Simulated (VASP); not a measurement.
# Ni (Fm-3m) in VASP: a series of runs

The runs below take Ni through single point, with r2SCAN.

Program: VASP 6.6.1. These are calculated values, not measurements. Logs are shortened: lines on timing, memory, paths and dates and some standing lists are left out, and cuts for length are marked.

## Step 1: The cell of the first run

Symmetry: Fm-3m, No. 225, cubic system. The conventional cell has a = 3.408 Å, b = 3.408 Å, c = 3.408 Å, α = 90.00°, β = 90.00°, γ = 90.00°. Within 3.2 Å of Ni (site symmetry m-3m) lie 12 Ni at 2.41 Å.

## Step 2: Single point, r2SCAN, collinear spin, ferromagnetic start (9.89 Å³/atom)

Input file POSCAR:

```
Ni
1.0
    0.0000000000      1.7038286771      1.7038286771
    1.7038286771      0.0000000000      1.7038286771
    1.7038286771      1.7038286771      0.0000000000
Ni
1
Direct
    0.0000000000      0.0000000000      0.0000000000
```

Input file INCAR.step1:

```
SYSTEM = Ni
ALGO = Normal ; EDIFF = 1E-4
ENCUT = 520 ; GGA = PE
ISMEAR = 0 ; ISPIN = 2
LASPH = .True. ; LCHARG = .False.
LMAXMIX = 4 ; LREAL = .False.
LWAVE = .True. ; MAGMOM = 0.9
NBANDS = 15 ; NELM = 150
PREC = Accurate ; SIGMA = 0.1
```

Input file INCAR.step2:

```
SYSTEM = Ni
ALGO = Normal ; EDIFF = 1E-6
ENCUT = 520 ; ISIF = 2
ISMEAR = 0 ; ISPIN = 2
ISTART = 1 ; LASPH = .True.
LCHARG = .False. ; LMAXMIX = 4
LMIXTAU = .True. ; LORBIT = 11
LREAL = .False. ; LWAVE = .False.
MAGMOM = 0.9 ; METAGGA = R2SCAN
NBANDS = 15 ; NELM = 150
PREC = Accurate ; SIGMA = 0.1
```

Input file KPOINTS:

```
k-points
0
Gamma
  20 20 20
  0 0 0
```

Potentials or basis: VASP PAW PBE potentials, release 64 (Ni).

Started as:

```
> cat potpaw_PBE.64/Ni/POTCAR > POTCAR
> cp INCAR.step1 INCAR
> mpirun -np 1 vasp_std > vasp.out
> cp INCAR.step2 INCAR
> mpirun -np 1 vasp_std > vasp.out
```

OUTCAR:

```text
SYSTEM = Ni
   EDIFF = 1E-6
   ENCUT = 520
   ISIF = 2
   ISMEAR = 0
   ISPIN = 2
   ISTART = 1
   LASPH = .True.
   LORBIT = 11
   LREAL = .False.
   METAGGA = R2SCAN
   NELM = 150
   PREC = Accurate

 ion  position               nearest neighbor table
   1  0.000  0.000  0.000-

  LATTYP: Found a face centered cubic cell.
 ALAT       =     3.4076573542

  Lattice vectors:

 A1 = (   0.0000000000,   1.7038286771,   1.7038286771)
 A2 = (   1.7038286771,   0.0000000000,   1.7038286771)
 A3 = (   1.7038286771,   1.7038286771,   0.0000000000)

Analysis of symmetry for initial positions (statically):
=====================================================================
 Subroutine PRICEL returns:
 Original cell was already a primitive cell.

 Routine SETGRP: Setting up the symmetry group for a
 face centered cubic supercell.

 Subroutine GETGRP returns: Found 48 space group operations
 (whereof 48 operations were pure point group operations)
 out of a pool of 48 trial point group operations.

The static configuration has the point symmetry O_h .

Analysis of symmetry for dynamics (positions and initial velocities):
=====================================================================
 Subroutine PRICEL returns:
 Original cell was already a primitive cell.

 Routine SETGRP: Setting up the symmetry group for a
 face centered cubic supercell.

 Subroutine GETGRP returns: Found 48 space group operations
 (whereof 48 operations were pure point group operations)
 out of a pool of 48 trial point group operations.

The dynamic configuration has the point symmetry O_h .

Analysis of structural, dynamic, and magnetic symmetry:
=====================================================================
 Subroutine PRICEL returns:
 Original cell was already a primitive cell.

 Routine SETGRP: Setting up the symmetry group for a
 face centered cubic supercell.

 Subroutine GETGRP returns: Found 48 space group operations
 (whereof 48 operations were pure point group operations)
 out of a pool of 48 trial point group operations.

The overall configuration has the point symmetry O_h .

 Subroutine INISYM returns: Found 48 space group operations
 (whereof 48 operations are pure point group operations),
 and found     1 'primitive' translations

----------------------------------------------------------------------------------------

                                     Primitive cell

  volume of cell :       9.8925

  direct lattice vectors                    reciprocal lattice vectors
     0.000000000  1.703828677  1.703828677    -0.293456735  0.293456735  0.293456735
     1.703828677  0.000000000  1.703828677     0.293456735 -0.293456735  0.293456735
     1.703828677  1.703828677  0.000000000     0.293456735  0.293456735 -0.293456735

  length of vectors
     2.409577623  2.409577623  2.409577623     0.508281974  0.508281974  0.508281974

  position of ions in fractional coordinates (direct lattice)
     0.000000000  0.000000000  0.000000000

  ion indices of the primitive-cell ions
   primitive index   ion index
                 1           1

----------------------------------------------------------------------------------------

 KPOINTS: k-points

Automatic generation of k-mesh.
 Grid dimensions read from file:
 generate k-points for:   20   20   20

 Generating k-lattice:

  Cartesian coordinates                     Fractional coordinates (reciprocal lattice)
    -0.014672837  0.014672837  0.014672837     0.050000000  0.000000000  0.000000000
     0.014672837 -0.014672837  0.014672837     0.000000000  0.050000000  0.000000000
     0.014672837  0.014672837 -0.014672837     0.000000000  0.000000000  0.050000000

  Length of vectors
     0.025414099  0.025414099  0.025414099

  Shift w.r.t. Gamma in fractional coordinates (k-lattice)
     0.000000000  0.000000000  0.000000000

 Subroutine IBZKPT returns following result:
 ===========================================

 Found    256 irreducible k-points:

 Following reciprocal coordinates:
            Coordinates               Weight
  0.000000  0.000000  0.000000      1.000000
  0.050000  0.000000  0.000000      8.000000
  0.100000  0.000000  0.000000      8.000000
  0.150000  0.000000  0.000000      8.000000
  0.200000  0.000000  0.000000      8.000000
  0.250000  0.000000  0.000000      8.000000
[... 16 lines left out ...]
 -0.400000  0.050000  0.000000     24.000000
 -0.350000  0.050000  0.000000     24.000000
 [... further k-points ...]
   k-points           NKPTS =    256   k-points in BZ     NKDIM =    256   number of bands    NBANDS=     15
   number of dos      NEDOS =    301   number of ions     NIONS =      1
   total plane-waves  NPLWV =   5832
   dimension x,y,z NGX =    18 NGY =   18 NGZ =   18
   dimension x,y,z NGXF=    36 NGYF=   36 NGZF=   36
   ions per type =               1
   NGX,Y,Z   is equivalent  to a cutoff of  12.42, 12.42, 12.42 a.u.
   NGXF,Y,Z  is equivalent  to a cutoff of  24.84, 24.84, 24.84 a.u.
 SYSTEM =  Ni
   PREC   = accura    normal or accurate (medium, high low for compatibility)
   ISTART =      1    job   : 0-new  1-cont  2-samecut
   ICHARG =      0    charge: 1-file 2-atom 10-const
   ISPIN  =      2    spin polarized calculation?
   LNONCOLLINEAR =      F non collinear calculations
   LSORBIT =      F    spin-orbit coupling
   LASPH  =      T    aspherical Exc in radial PAW
   ENCUT  =  520.0 eV  38.22 Ry    6.18 a.u.   4.48  4.48  4.48*2*pi/ulx,y,z
   NELM   =    150;   NELMIN=  2; NELMDL=  0     # of ELM steps
   EDIFF  = 0.1E-05   stopping-criterion for ELM
   LREAL  =      F    real-space projection
   EDIFFG = 0.1E-04   stopping-criterion for IOM
   NSW    =      0    number of steps for IOM
   IBRION =     -1    ionic relax: 0-MD 1-quasi-New 2-CG
   NFREE  =      0    steps in history (QN), initial steepest desc. (CG)
   ISIF   =      2    stress and relaxation
   ISYM   =      2    0-nonsym 1-usesym 2-fastsym
   POTIM  = 0.5000    time-step for ionic-motion
   TEBEG  =    0.0;   TEEND  =   0.0 temperature during run
   PSTRESS=    0.0 pullay stress
   NELECT =      10.0000    total number of electrons
   NUPDOWN=      -1.0000    fix difference up-down
   EMIN   =  10.00;   EMAX   =-10.00  energy-range for DOS
   EFERMI =   0.00;   METHOD = LEGACY
   ISMEAR =     0;   SIGMA  =   0.10  broadening in eV -4-tet -1-fermi 0-gaus
   EFERMI_NEDOS =   21; number of points for ismear=-14 and -15
   IALGO  =     38    algorithm
   IMIX   =      4    mixing-type and parameters
     AMIX     =   0.40;   BMIX     =  1.00
     AMIX_MAG =   1.60;   BMIX_MAG =  1.00
  volume/ion in A,a.u.               =       9.89        66.76
  Fermi-wavevector in a.u.,A,eV,Ry     =   1.643005  3.104829 36.728461  2.699466
  Thomas-Fermi vector in A             =   2.733212
   LORBIT       =     11    0 simple, 1 ext, 2 COOP (PROOUT), +10 PAW based schemes
   METAGGA = R2SCAN    functional components
   LHFCALC =     F    Hartree Fock is set to
   AEXX    =    0.0000 exact exchange contribution
   IVDW    =     0    specifies the selected vdW correction
   LEPSILON=     F    determine dielectric tensor
   LRPA    =     F    only Hartree local field effects (RPA)
 spin polarized calculation
 Gauss-broadening in eV      SIGMA  =   0.10
  energy-cutoff  :      520.00
  volume of cell :        9.89
 maximum number of plane-waves:       283
 NGX is ok and might be reduce to    18
   NGX =  9   NGY =  9   NGZ =  9

 number of electron       9.9999994 magnetization       0.6766442

 Free energy of the ion-electron system (eV)
  ---------------------------------------------------
  ext. energy  EPLUGINS =         0.00000000
  ---------------------------------------------------
  free energy    TOTEN  =       -11.91630809 eV

  energy without entropy =      -11.90976735  energy(sigma->0) =      -11.91303772

 E-fermi :  10.7131     XC(G=0): -15.0454

 val. band max:       10.7113443603   @ k =   0.4000   0.0000   0.0000
 cond. band min:      10.7135410393   @ k =  -0.4500   0.3000   0.1500
 fundamental gap:      0.0021966790
 Fermi energy:        10.7130679873

 spin component 1

 k-point     1 :       0.0000    0.0000    0.0000
  band No.  band energies     occupation
      1       0.6179      1.00000
      2       7.5716      1.00000
      3       7.5717      1.00000
      4       7.5717      1.00000
      5       9.0137      1.00000
      6       9.0137      1.00000
      7      36.0977      0.00000
      8      41.0309      0.00000
      9      41.0309      0.00000
     10      41.0314      0.00000
     11      44.0354      0.00000
     12      44.0354      0.00000
     13      44.0354      0.00000
     14      47.1722      0.00000
     15      52.7837      0.00000
[... 397 lines left out ...]
 k-point    24 :      -0.3500    0.0500    0.0000
  band No.  band energies     occupation
      1       4.6508      1.00000
      2       7.7025      1.00000
      3       7.7682      1.00000
      4       7.9908      1.00000
      5       9.3594      1.00000
      6       9.7838      1.00000
      7      20.8594      0.00000
      8      34.1881      0.00000
      9      37.1064      0.00000
     10      39.5089      0.00000
     11      41.1155      0.00000
     12      43.2115      0.00000
     13      47.9799      0.00000
     14      52.9315      0.00000
     15      55.4398      0.00000

 [... further k-points ...]

 spin component 2

 k-point     1 :       0.0000    0.0000    0.0000
  band No.  band energies     occupation
      1       0.3757      1.00000
      2       8.8107      1.00000
      3       8.8108      1.00000
      4       8.8108      1.00000
      5       9.7303      1.00000
      6       9.7303      1.00000
      7      35.8619      0.00000
      8      41.1305      0.00000
      9      41.1306      0.00000
     10      41.1306      0.00000
     11      44.3160      0.00000
     12      44.3160      0.00000
     13      44.3160      0.00000
     14      47.2542      0.00000
     15      55.3185      0.00000
[... 397 lines left out ...]
 k-point    24 :      -0.3500    0.0500    0.0000
  band No.  band energies     occupation
      1       4.8987      1.00000
      2       8.4601      1.00000
      3       8.6446      1.00000
      4       8.6557      1.00000
      5      10.4762      0.99960
      6      10.8246      0.05743
      7      21.2410      0.00000
      8      34.1815      0.00000
      9      37.2649      0.00000
     10      39.8018      0.00000
     11      41.2500      0.00000
     12      43.3743      0.00000
     13      48.2976      0.00000
     14      55.1560      0.00000
     15      55.7895      0.00000

 [... further k-points ...]

------------------------ aborting loop because EDIFF is reached ----------------------------------------

  FORCE on cell =-STRESS in cart. coord.  units (eV):
  Direction    XX          YY          ZZ          XY          YZ          ZX
  --------------------------------------------------------------------------------------
  -------------------------------------------------------------------------------------
  Total        0.9719283      0.9719283      0.9719283      0.0000000      0.0000000      0.0000000
  in kB      157.4117150    157.4117150    157.4117150      0.0000000      0.0000000      0.0000000
  external PRESSURE =     157.4117150 kB  Pullay stress =       0.0000000 kB

 VOLUME and BASIS-vectors are now :
 -----------------------------------------------------------------------------
  energy-cutoff  :      520.00
  volume of cell :        9.89
      direct lattice vectors                 reciprocal lattice vectors
     0.000000000  1.703828677  1.703828677    -0.293456735  0.293456735  0.293456735
     1.703828677  0.000000000  1.703828677     0.293456735 -0.293456735  0.293456735
     1.703828677  1.703828677  0.000000000     0.293456735  0.293456735 -0.293456735

 POSITION                                       TOTAL-FORCE (eV/Angst)
 -----------------------------------------------------------------------------------
      0.00000      0.00000      0.00000        -0.000000      0.000000     -0.000000
 -----------------------------------------------------------------------------------
    total drift:                                0.000000     -0.000000      0.000000

  FREE ENERGIE OF THE ION-ELECTRON SYSTEM (eV)
  ---------------------------------------------------
  free  energy   TOTEN  =       -11.9163080912 eV

  energy  without entropy=      -11.9097673487  energy(sigma->0) =      -11.91303772

 total charge

# of ion       s       p       d       tot
------------------------------------------
    1        0.557   0.610   8.367   9.534

 magnetization (x)

# of ion       s       p       d       tot
------------------------------------------
    1       -0.011  -0.044   0.741   0.687
```

It took 2.6 min on 1 thread of Intel Xeon 6975P-C (Granite Rapids), shared host; peak memory 0.17 GiB.

Results:

```
Free energy                                           : -11.9163 eV
Pressure                                              : 15.7 GPa
Net moment                                            : 0.68 μB per cell
Site moments                                          : Ni +0.69 μB
Valence electrons inside the program's atomic spheres : Ni 9.53
```

Caveat: the cell stands under pressure; the PAW data sets were made with another functional, which shifts forces and pressure a little.

(Continued in part 2 of 2.)
